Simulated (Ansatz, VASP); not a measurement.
# Mo: VASP beside Ansatz

```
Mo
1.0
    -1.47837    1.47837    1.77404
     1.47837   -1.47837    1.77404
     1.47837    1.47837   -1.77404
Mo
1
Direct
  0.00000 0.00000 0.00000
```

Alike in both runs: task single point; functional PBE; k mesh 24 × 24 × 24; occupations gaussian, width 0.15 eV; no spin polarisation.

```csv
,VASP,Ansatz
version,VASP 6.6.1,Ansatz 0.2.0
potentials or method,"VASP PAW PBE potentials, release 64 (Mo_sv), cutoff 520 eV","scalar-relativistic, plane waves, PAW"
valence electrons in the cell,14,14
```

|  | VASP | Ansatz | Ansatz less VASP |
| --- | --- | --- | --- |
| gap on the k mesh at the Fermi level (eV) | none | none | - |
| pressure (GPa) | 8.5 | 7.9 | -0.54 |
| traceless stress, the component that is largest in VASP (GPa) | -20.06 | -20.08 | -0.019 |

A gap of «none» marks a metal or a gap that the smearing closes. The functional is the same, so the differences come from potentials, cutoffs and numerics.
